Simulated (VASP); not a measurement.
# K (Im-3m) in VASP: a series of runs

Runs on K. Level: LDA. Tasks: single point.

All numbers are computed with VASP 6.6.1; they aren't measurements. Logs are shortened: lines on timing, memory, paths and dates and some standing lists are left out, and cuts for length are marked.

## 1. The cell of the first run

The structure is cubic, space group Im-3m (No. 229). The conventional cell has a = 5.048 Å, b = 5.048 Å, c = 5.048 Å, α = 90.00°, β = 90.00°, γ = 90.00°. K (site symmetry m-3m) has 14 K at 4.37 to 5.05 Å within 5.7 Å.

## 2. Single point, LDA

The input, INCAR:

```
SYSTEM = K
PREC = Accurate
ENCUT = 520
EDIFF = 1E-7
ISMEAR = 1
SIGMA = 0.3
LREAL = .FALSE.
LASPH = .TRUE.
NELM = 80
ALGO = Normal
ISIF = 2
LWAVE = .FALSE.
LCHARG = .TRUE.
LELF = .TRUE.
LVHAR = .TRUE.
NBANDS = 10
```

The input, KPOINTS:

```
regular mesh
0
G
  9 9 9
  0 0 0
```

The input, POSCAR:

```
K
1.0
   -2.5241928768      2.5241928768      2.5241928768
    2.5241928768     -2.5241928768      2.5241928768
    2.5241928768      2.5241928768     -2.5241928768
K
1
Direct
    0.0000000000      0.0000000000      0.0000000000
```

Potentials or basis: VASP PAW LDA potentials, release 64 (K_sv).

The run is started by

```sh
> cat potpaw_LDA.64/K_sv/POTCAR > POTCAR
> mpirun -np 1 vasp_std > vasp.out
```

OUTCAR:

```text
SYSTEM = K
   PREC = Accurate
   ENCUT = 520
   EDIFF = 1E-7
   ISMEAR = 1
   LREAL = .FALSE.
   LASPH = .TRUE.
   NELM = 80
   ISIF = 2

 ion  position               nearest neighbor table
   1  0.000  0.000  0.000-

  LATTYP: Found a body centered cubic cell.
 ALAT       =     5.0483857536

  Lattice vectors:

 A1 = (  -2.5241928768,   2.5241928768,   2.5241928768)
 A2 = (   2.5241928768,  -2.5241928768,   2.5241928768)
 A3 = (   2.5241928768,   2.5241928768,  -2.5241928768)

Analysis of symmetry for initial positions (statically):
=====================================================================
 Subroutine PRICEL returns:
 Original cell was already a primitive cell.

 Routine SETGRP: Setting up the symmetry group for a
 body centered cubic supercell.

 Subroutine GETGRP returns: Found 48 space group operations
 (whereof 48 operations were pure point group operations)
 out of a pool of 48 trial point group operations.

The static configuration has the point symmetry O_h .

Analysis of symmetry for dynamics (positions and initial velocities):
=====================================================================
 Subroutine PRICEL returns:
 Original cell was already a primitive cell.

 Routine SETGRP: Setting up the symmetry group for a
 body centered cubic supercell.

 Subroutine GETGRP returns: Found 48 space group operations
 (whereof 48 operations were pure point group operations)
 out of a pool of 48 trial point group operations.

The dynamic configuration has the point symmetry O_h .

 Subroutine INISYM returns: Found 48 space group operations
 (whereof 48 operations are pure point group operations),
 and found     1 'primitive' translations

----------------------------------------------------------------------------------------

                                     Primitive cell

  volume of cell :      64.3321

  direct lattice vectors                    reciprocal lattice vectors
    -2.524192877  2.524192877  2.524192877     0.000000000  0.198083120  0.198083120
     2.524192877 -2.524192877  2.524192877     0.198083120  0.000000000  0.198083120
     2.524192877  2.524192877 -2.524192877     0.198083120  0.198083120  0.000000000

  length of vectors
     4.372030311  4.372030311  4.372030311     0.280131834  0.280131834  0.280131834

  position of ions in fractional coordinates (direct lattice)
     0.000000000  0.000000000  0.000000000

[... 79 lines left out ...]
   IBRION =     -1    ionic relax: 0-MD 1-quasi-New 2-CG
   NFREE  =      0    steps in history (QN), initial steepest desc. (CG)
   ISIF   =      2    stress and relaxation
   ISYM   =      2    0-nonsym 1-usesym 2-fastsym
   POTIM  = 0.5000    time-step for ionic-motion
   TEBEG  =    0.0;   TEEND  =   0.0 temperature during run
   PSTRESS=    0.0 pullay stress
   NELECT =       9.0000    total number of electrons
   NUPDOWN=      -1.0000    fix difference up-down
   EMIN   =  10.00;   EMAX   =-10.00  energy-range for DOS
   EFERMI =   0.00;   METHOD = LEGACY
   ISMEAR =     1;   SIGMA  =   0.30  broadening in eV -4-tet -1-fermi 0-gaus
   EFERMI_NEDOS =   21; number of points for ismear=-14 and -15
   IALGO  =     38    algorithm
   IMIX   =      4    mixing-type and parameters
     AMIX     =   0.40;   BMIX     =  1.00
     AMIX_MAG =   1.60;   BMIX_MAG =  1.00
  volume/ion in A,a.u.               =      64.33       434.13
  Fermi-wavevector in a.u.,A,eV,Ry     =   0.849858  1.605999  9.826930  0.722259
  Thomas-Fermi vector in A             =   1.965745
   LORBIT       =      0    0 simple, 1 ext, 2 COOP (PROOUT), +10 PAW based schemes
   GGA     = CA    functional components
   LHFCALC =     F    Hartree Fock is set to
   AEXX    =    0.0000 exact exchange contribution
   IVDW    =     0    specifies the selected vdW correction
   LEPSILON=     F    determine dielectric tensor
   LRPA    =     F    only Hartree local field effects (RPA)
 non-spin polarized calculation
 Methfessel and Paxton  Order N= 1 SIGMA  =   0.30
  energy-cutoff  :      520.00
  volume of cell :       64.33
 maximum number of plane-waves:      1754
 NGX is ok and might be reduce to    36
   NGX = 17   NGY = 17   NGZ = 17

 number of electron       9.0000001 magnetization

 Free energy of the ion-electron system (eV)
  ---------------------------------------------------
  ext. energy  EPLUGINS =         0.00000000
  ---------------------------------------------------
  free energy    TOTEN  =        -1.16750793 eV

  energy without entropy =       -1.17142673  energy(sigma->0) =       -1.16881420

 E-fermi :   0.0122     XC(G=0):  -6.2253

 val. band max:       -0.0686539517   @ k =  -0.3333   0.4444   0.1111
 cond. band min:       0.0267561155   @ k =   0.4444   0.0000   0.0000
 fundamental gap:      0.0954100672
 Fermi energy:         0.0121950973

 k-point     1 :       0.0000    0.0000    0.0000
  band No.  band energies     occupation
      1     -31.7499      2.00000
      2     -15.4169      2.00000
      3     -15.4169      2.00000
      4     -15.4169      2.00000
      5      -2.3683      2.00000
      6       4.2726     -0.00000
      7       4.2726     -0.00000
      8       4.2726     -0.00000
      9       5.3002     -0.00000
     10       5.3002     -0.00000
[... 287 lines left out ...]
 k-point    24 :      -0.4444   -0.4444    0.1111
  band No.  band energies     occupation
      1     -31.7400      2.00000
      2     -15.5180      2.00000
      3     -15.4706      2.00000
      4     -15.4346      2.00000
      5       0.8467     -0.00060
      6       0.9697     -0.00006
      7       2.7875     -0.00000
      8       4.2828     -0.00000
      9       5.4286     -0.00000
     10       6.1477      0.00000

 [... further k-points ...]

------------------------ aborting loop because EDIFF is reached ----------------------------------------

  FORCE on cell =-STRESS in cart. coord.  units (eV):
  Direction    XX          YY          ZZ          XY          YZ          ZX
  --------------------------------------------------------------------------------------
  -------------------------------------------------------------------------------------
  Total       -0.0167169     -0.0167169     -0.0167169      0.0000000      0.0000000      0.0000000
  in kB       -0.4163307     -0.4163307     -0.4163307      0.0000000      0.0000000      0.0000000
  external PRESSURE =      -0.4163307 kB  Pullay stress =       0.0000000 kB

 VOLUME and BASIS-vectors are now :
 -----------------------------------------------------------------------------
  energy-cutoff  :      520.00
  volume of cell :       64.33
      direct lattice vectors                 reciprocal lattice vectors
    -2.524192877  2.524192877  2.524192877     0.000000000  0.198083120  0.198083120
     2.524192877 -2.524192877  2.524192877     0.198083120  0.000000000  0.198083120
     2.524192877  2.524192877 -2.524192877     0.198083120  0.198083120  0.000000000

 POSITION                                       TOTAL-FORCE (eV/Angst)
 -----------------------------------------------------------------------------------
      0.00000      0.00000      0.00000         0.000000      0.000000     -0.000000
 -----------------------------------------------------------------------------------
    total drift:                               -0.000000      0.000000      0.000000

  FREE ENERGIE OF THE ION-ELECTRON SYSTEM (eV)
  ---------------------------------------------------
  free  energy   TOTEN  =        -1.1675079297 eV

  energy  without entropy=       -1.1714267331  energy(sigma->0) =       -1.16881420
```

stdout:

```text
POSCAR found type information on POSCAR K
 POSCAR found :  1 types and       1 ions
 scaLAPACK will be used
 LDA part: xc-table for (Slater(with rela. corr.)+CA(PZ))
 , standard interpolation
 POSCAR, INCAR and KPOINTS ok, starting setup
 FFT: planning ... GRIDC
 FFT: planning ... GRID_SOFT
 FFT: planning ... GRID
 WAVECAR not read
 entering main loop
```

Run time: 10 s. Hardware: 1 thread of Intel Xeon 6975P-C (Granite Rapids), shared host; peak memory 0.16 GiB.

What came out:

- Free energy: -1.1675 eV
- Pressure: 0.0 GPa

## 3. Single point, LDA

The input, INCAR:

```
  PREC = Accurate
  ENCUT = 520
  EDIFF = 1E-6
  ISMEAR = 1
  SIGMA = 0.6
  LREAL = False
  LASPH = True
  NELM = 80
  ALGO = Normal
  ISIF = 2
  LWAVE = False
  LCHARG = True
  LELF = True
  LVHAR = True
  NBANDS = 10
```

The input, KPOINTS:

```
Automatic mesh
0
Gamma
  9 9 9
```

POSCAR is that of step 2.

Potentials or basis: VASP PAW LDA potentials, release 64 (K_sv).

The run is started by

```sh
> cat potpaw_LDA.64/K_sv/POTCAR > POTCAR
> mpirun -np 1 vasp_std > vasp.out
```

Wall time 9.3 s (1 thread of Intel Xeon 6975P-C (Granite Rapids), shared host); peak memory 0.17 GiB.

Results (log left out):

| Item | Value |
| --- | --- |
| Free energy | -1.1650 eV |
| Pressure | 0.0 GPa |

Levels at points of the mesh, in eV from the Fermi level:
| k point | band 1 | band 2 | band 3 | band 4 | band 5 | band 6 | band 7 | band 8 |
| --- | --- | --- | --- | --- | --- | --- | --- | --- |
| (0.00, 0.00, 0.00) | -31.75 | -15.42 | -15.42 | -15.42 | -2.37 | 4.27 | 4.27 | 4.27 |
